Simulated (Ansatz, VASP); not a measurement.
## Al in VASP and in Ansatz

```
Al
1.0
     0.00000    2.00664    2.00664
     2.00664    0.00000    2.00664
     2.00664    2.00664    0.00000
Al
1
Direct
  0.00000 0.00000 0.00000
```

Alike in both runs: functional PBEsol; k mesh 14 × 14 × 14; occupations fermi-dirac, width 0.1 eV; no spin polarisation.

Ansatz relaxed the structure, and its values are those at the end. VASP's run is a single point on that final structure, the one shown.

|  | VASP | Ansatz |
| --- | --- | --- |
| version | VASP 6.6.1 | Ansatz 0.2.0 |
| potentials or method | VASP PAW PBE potentials, release 64 (Al), cutoff 500 eV | plane waves, PAW |
| valence electrons in the cell | 3 | 3 |

|  | VASP | Ansatz | Ansatz less VASP |
| --- | --- | --- | --- |
| pressure (GPa) | 0.0 | 0.0 | -0.07 |

VASP's potentials were made for PBE, not for PBEsol.
